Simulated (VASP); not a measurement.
Crystal: HfTe4.

```xyz
5
Lattice="5.3694 0.0000 0.0000 0.0000 5.3694 0.0000 0.0000 0.0000 5.3694" Properties=species:S:1:pos:R:3 pbc="T T T"
Hf    2.6847    2.6847    2.6847
Te    4.2759    4.2759    4.2759
Te    1.0935    1.0935    4.2759
Te    1.0935    4.2759    1.0935
Te    4.2759    1.0935    1.0935
```

The cell was built from a structure type or drawn by symmetry, and may not be a known phase.

* Program: VASP 6.6.1
* Task: relaxation of cell and atoms
* Functional: PBE
* Potentials or basis: VASP PAW PBE potentials, release 64 (Hf_pv, Te)
* Cutoff: 500 eV
* k mesh: 4 × 4 × 4
* Occupations: gaussian, width 0.1 eV
* Spin: no spin polarisation

At the start: pressure 3.8 GPa; volume 30.96 Å³/atom.

Task: How do energy, volume and symmetry change on relaxing?

Result: Over 7 steps the energy falls by 95.6 meV/atom and the volume is 35.26 Å³/atom (+13.9 %); space group P-43m (No. 215, to 0.1 Å) before and after.

Step by step:
| step | energy change (eV) | largest force (eV/Å) | pressure (GPa) | volume (Å³) |
| --- | --- | --- | --- | --- |
| 1 | 0.0000 | 1.2916 | 3.83 | 154.80 |
| 2 | -0.3734 | 0.6759 | -0.71 | 172.00 |
| 3 | -0.3830 | 0.6308 | -1.35 | 175.71 |
| 4 | -0.4646 | 0.1335 | 0.37 | 171.76 |
| 5 | -0.4654 | 0.0752 | 0.58 | 171.35 |
| 6 | -0.4748 | 0.0340 | 0.28 | 173.79 |
| 7 | -0.4778 | 0.0055 | 0.01 | 176.30 |

Final structure:
```
Hf Te
1.0
     5.60726    0.00000    0.00000
     0.00000    5.60726    0.00000
     0.00000    0.00000    5.60726
Hf Te
1 4
Direct
  0.50000 0.50000 0.50000
  0.78044 0.78044 0.78044
  0.21956 0.21956 0.78044
  0.21956 0.78044 0.21956
  0.78044 0.21956 0.21956
```
